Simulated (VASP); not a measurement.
# BeSn3 (Pm-3m) in VASP: notebook, part 2 of 3

VASP 6.6.1.

**4. Relaxation of cell and atoms, PBE**

Contents of INCAR:

```
SYSTEM = BeSn3
  PREC = Accurate
  ENCUT = 600
  EDIFF = 1E-6
  ISMEAR = 0
  SIGMA = 0.1
  LREAL = .False.
  LASPH = .True.
  NELM = 100
  ALGO = Normal
  ISIF = 3
  LWAVE = .False.
  LCHARG = .False.
  GGA = PE
  IBRION = 2
  NSW = 90
  EDIFFG = -0.04
```

Contents of KPOINTS:

```
Automatic mesh
0
Gamma
  4 4 4
  0 0 0
```

Contents of POSCAR:

```
BeSn3
1.0
    4.3589605485      0.0000000000      0.0000000000
    0.0000000000      4.3589605485      0.0000000000
    0.0000000000      0.0000000000      4.3589605485
Be Sn
1 3
Direct
    0.0000000000      0.0000000000      0.0000000000
    0.0000000000      0.5000000000      0.5000000000
    0.5000000000      0.0000000000      0.5000000000
    0.5000000000      0.5000000000      0.0000000000
```

Potentials or basis: VASP PAW PBE potentials, release 64 (Be, Sn_d).

Run with:

```console
cat potpaw_PBE.64/Be/POTCAR potpaw_PBE.64/Sn_d/POTCAR > POTCAR
mpirun -np 1 vasp_std > vasp.out
```

OUTCAR:

```text
SYSTEM = BeSn3
   PREC = Accurate
   ENCUT = 600
   EDIFF = 1E-6
   ISMEAR = 0
   LREAL = .False.
   LASPH = .True.
   NELM = 100
   ISIF = 3
   GGA = PE
   IBRION = 2
   NSW = 90
   EDIFFG = -0.04

 ion  position               nearest neighbor table
   1  0.000  0.000  0.000-
   2  0.000  0.500  0.500-   3 3.08   4 3.08   4 3.08   3 3.08   3 3.08   4 3.08   4 3.08   3 3.08

   3  0.500  0.000  0.500-   2 3.08   4 3.08   4 3.08   2 3.08   4 3.08   4 3.08   2 3.08   2 3.08

   4  0.500  0.500  0.000-   2 3.08   3 3.08   2 3.08   3 3.08   3 3.08   3 3.08   2 3.08   2 3.08

  LATTYP: Found a simple cubic cell.
 ALAT       =     4.3589605485

  Lattice vectors:

 A1 = (   4.3589605485,   0.0000000000,   0.0000000000)
 A2 = (   0.0000000000,   4.3589605485,   0.0000000000)
 A3 = (   0.0000000000,   0.0000000000,   4.3589605485)

Analysis of symmetry for initial positions (statically):
=====================================================================
 Subroutine PRICEL returns:
 Original cell was already a primitive cell.

 Routine SETGRP: Setting up the symmetry group for a
 simple cubic supercell.

 Subroutine GETGRP returns: Found 48 space group operations
 (whereof 48 operations were pure point group operations)
 out of a pool of 48 trial point group operations.

The static configuration has the point symmetry O_h .

Analysis of symmetry for dynamics (positions and initial velocities):
=====================================================================
 Subroutine PRICEL returns:
 Original cell was already a primitive cell.

 Routine SETGRP: Setting up the symmetry group for a
 simple cubic supercell.

 Subroutine GETGRP returns: Found 48 space group operations
 (whereof 48 operations were pure point group operations)
 out of a pool of 48 trial point group operations.

The dynamic configuration has the point symmetry O_h .

 Subroutine INISYM returns: Found 48 space group operations
 (whereof 48 operations are pure point group operations),
[... 94 lines left out ...]
   TEBEG  =    0.0;   TEEND  =   0.0 temperature during run
   PSTRESS=    0.0 pullay stress
   NELECT =      44.0000    total number of electrons
   NUPDOWN=      -1.0000    fix difference up-down
   EMIN   =  10.00;   EMAX   =-10.00  energy-range for DOS
   EFERMI =   0.00;   METHOD = LEGACY
   ISMEAR =     0;   SIGMA  =   0.10  broadening in eV -4-tet -1-fermi 0-gaus
   EFERMI_NEDOS =   21; number of points for ismear=-14 and -15
   IALGO  =     38    algorithm
   IMIX   =      4    mixing-type and parameters
     AMIX     =   0.40;   BMIX     =  1.00
     AMIX_MAG =   1.60;   BMIX_MAG =  1.00
  volume/ion in A,a.u.               =      20.71       139.73
  Fermi-wavevector in a.u.,A,eV,Ry     =   1.325896  2.505580 23.919044  1.758000
  Thomas-Fermi vector in A             =   2.455323
   LORBIT       =      0    0 simple, 1 ext, 2 COOP (PROOUT), +10 PAW based schemes
   GGA     = PE    functional components
   LHFCALC =     F    Hartree Fock is set to
   AEXX    =    0.0000 exact exchange contribution
   IVDW    =     0    specifies the selected vdW correction
   LEPSILON=     F    determine dielectric tensor
   LRPA    =     F    only Hartree local field effects (RPA)
 conjugate gradient relaxation of ions
 non-spin polarized calculation
 Gauss-broadening in eV      SIGMA  =   0.10
  energy-cutoff  :      600.00
  volume of cell :       82.82
 maximum number of plane-waves:      2800
 NGX is ok and might be reduce to    36
   NGX = 17   NGY = 17   NGZ = 17

--------------------------------------- Ionic step        1  -------------------------------------------

 number of electron      44.0000008 magnetization

 Free energy of the ion-electron system (eV)
  ---------------------------------------------------
  ext. energy  EPLUGINS =         0.00000000
  ---------------------------------------------------
  free energy    TOTEN  =       -13.20926553 eV

  energy without entropy =      -13.20343886  energy(sigma->0) =      -13.20635220

------------------------ aborting loop because EDIFF is reached ----------------------------------------

  FORCE on cell =-STRESS in cart. coord.  units (eV):
  Direction    XX          YY          ZZ          XY          YZ          ZX
  --------------------------------------------------------------------------------------
  -------------------------------------------------------------------------------------
  Total        4.9017335      4.9017335      4.9017335      0.0000000      0.0000000     -0.0000000
  in kB       94.8225142     94.8225142     94.8225142      0.0000000      0.0000000     -0.0000000
  external PRESSURE =      94.8225142 kB  Pullay stress =       0.0000000 kB
[... 63 lines left out ...]
--------------------------------------- Ionic step        3  -------------------------------------------

 number of electron      44.0000041 magnetization

 Free energy of the ion-electron system (eV)
  ---------------------------------------------------
  ext. energy  EPLUGINS =         0.00000000
  ---------------------------------------------------
  free energy    TOTEN  =       -13.50176859 eV

  energy without entropy =      -13.49432516  energy(sigma->0) =      -13.49804688

 E-fermi :   7.8016     XC(G=0): -10.2223

 val. band max:        7.4097967707   @ k =   0.5000   0.2500   0.0000
 cond. band min:       7.8620154981   @ k =   0.5000   0.5000   0.0000
 fundamental gap:      0.4522187274
 Fermi energy:         7.8015752993

 k-point     1 :       0.0000    0.0000    0.0000
  band No.  band energies     occupation
      1     -14.0673      2.00000
      2     -14.0673      2.00000
      3     -14.0673      2.00000
      4     -14.0367      2.00000
      5     -13.9481      2.00000
      6     -13.9481      2.00000
[... 310 lines left out ...]
  FREE ENERGIE OF THE ION-ELECTRON SYSTEM (eV)
  ---------------------------------------------------
  free  energy   TOTEN  =       -13.5017685895 eV

  energy  without entropy=      -13.4943251610  energy(sigma->0) =      -13.49804688

 reached required accuracy - stopping structural energy minimisation
```

OSZICAR:

```text
N       E                     dE             d eps       ncg     rms          rms(c)
DAV:   1     0.396716016795E+03    0.39672E+03   -0.25092E+04   520   0.295E+03
DAV:   2     0.324299436004E+02   -0.36429E+03   -0.36060E+03   520   0.581E+02
DAV:   3    -0.112506238650E+02   -0.43681E+02   -0.42504E+02   582   0.188E+02
[... 27 lines left out ...]
DAV:   5    -0.135019723746E+02    0.72664E-04   -0.14440E-03   738   0.276E-01    0.493E-02
DAV:   6    -0.135017752490E+02    0.19713E-03   -0.28111E-04   562   0.168E-01    0.194E-02
DAV:   7    -0.135017789051E+02   -0.36562E-05   -0.63532E-05   626   0.679E-02    0.789E-03
DAV:   8    -0.135017684788E+02    0.10426E-04   -0.82776E-06   472   0.239E-02    0.991E-04
DAV:   9    -0.135017685895E+02   -0.11073E-06   -0.31284E-07   290   0.467E-03
   3 F= -.13501769E+02 E0= -.13498047E+02  d E =-.292503E+00
```

It took 46 s on 1 thread of Intel Xeon 6975P-C (Granite Rapids), shared host; peak memory 0.22 GiB.

Results:

- Free energy: -13.5018 eV
- Relaxed volume: 23.49 Å³/atom
- Relaxed cell: a = 4.546 Å, b = 4.546 Å, c = 4.546 Å, α = 90.00°, β = 90.00°, γ = 90.00°
- Space group after relaxing (to 0.1 Å): Pm-3m (No. 221)
- Energy gained by relaxing: 73.1 meV/atom
- Ionic steps: 3
- Pressure after relaxing: 0.1 GPa
- Band gap on the k mesh: zero (bands 22 and 23 overlap by 3.37 eV)

The path:
| step | energy change (eV) | largest force (eV/Å) | pressure (GPa) | volume (Å³) |
| --- | --- | --- | --- | --- |
| 1 | 0.0000 | 0.0000 | 9.48 | 82.82 |
| 2 | -0.2621 | 0.0000 | -2.20 | 98.40 |
| 3 | -0.2925 | 0.0000 | 0.07 | 93.97 |

Final structure:
```
Be Sn
1.0
     4.54640    0.00000    0.00000
     0.00000    4.54640    0.00000
     0.00000    0.00000    4.54640
Be Sn
1 3
Direct
  0.00000 0.00000 0.00000
  0.00000 0.50000 0.50000
  0.50000 0.00000 0.50000
  0.50000 0.50000 0.00000
```

Levels at points of the mesh, in eV from the Fermi level:
```tsv
k point	band 20	band 21	band 22	band 23	band 24	band 25
(0.00, 0.00, 0.00)	-3.55	-3.55	-1.25	2.75	2.76	2.76
(0.50, 0.00, 0.00)	-1.91	-1.36	-1.04	-1.04	0.08	0.18
(0.50, 0.50, 0.00)	-0.45	0.06	0.29	0.29	0.34	0.34
(0.50, 0.50, 0.50)	-4.41	-4.41	-4.41	-2.55	6.14	6.14
```

Caveat: the k points lie up to 0.35 Å⁻¹ apart in the final cell, too coarse for converged energies and pressures of a metal; spin-orbit coupling is left out, which moves the levels of the heavy elements.

**5. Single point, PBE**

This run uses another cell than the first one, of 23.82 Å³/atom.

Contents of INCAR:

```
ALGO = Fast
EDIFF = 1E-6
ENCUT = 520
GGA = PE
ISIF = 2
ISMEAR = 0
LASPH = T
LCHARG = F
LREAL = F
LWAVE = F
NBANDS = 30
NELM = 60
PREC = Accurate
SIGMA = 0.1
```

Contents of KPOINTS:

```
k-points
0
Gamma
  10 10 10
```

Contents of POSCAR:

```
BeSn3
1.0
    4.5671271763      0.0000000000      0.0000000000
    0.0000000000      4.5671271763      0.0000000000
    0.0000000000      0.0000000000      4.5671271763
Be Sn
1 3
Direct
    0.0000000000      0.0000000000      0.0000000000
    0.0000000000      0.5000000000      0.5000000000
    0.5000000000      0.0000000000      0.5000000000
    0.5000000000      0.5000000000      0.0000000000
```

Run with:

```console
cat potpaw_PBE.64/Be/POTCAR potpaw_PBE.64/Sn_d/POTCAR > POTCAR
mpirun -np 1 vasp_std > vasp.out
```

It took 1.7 min on 1 thread of Intel Xeon 6975P-C (Granite Rapids), shared host; peak memory 0.29 GiB.

Results (log left out):

* Free energy: -13.3671 eV
* Pressure: 0.0 GPa
* Band gap on the k mesh: zero (bands 22 and 23 overlap by 2.92 eV)

Levels at points of the mesh, in eV from the Fermi level:
```
           k point  band 18  band 19  band 20  band 21  band 22  band 23  band 24  band 25  band 26  band 27
(0.00, 0.00, 0.00)    -4.38    -3.34    -3.34    -3.34    -1.10     2.89     2.89     2.89     2.90     2.90
(0.50, 0.00, 0.00)    -3.89    -1.73    -1.73    -1.23    -0.85    -0.85     0.27     0.34     4.41     4.79
(0.50, 0.50, 0.00)    -7.68    -5.13    -0.33     0.21     0.43     0.43     0.51     0.51     1.46     1.73
(0.50, 0.50, 0.50)    -6.71    -5.21    -4.18    -4.18    -4.18    -2.37     6.24     6.24     6.24     6.77
```

Caveat: spin-orbit coupling is left out, which moves the levels of the heavy elements.

(Continued in part 3 of 3.)
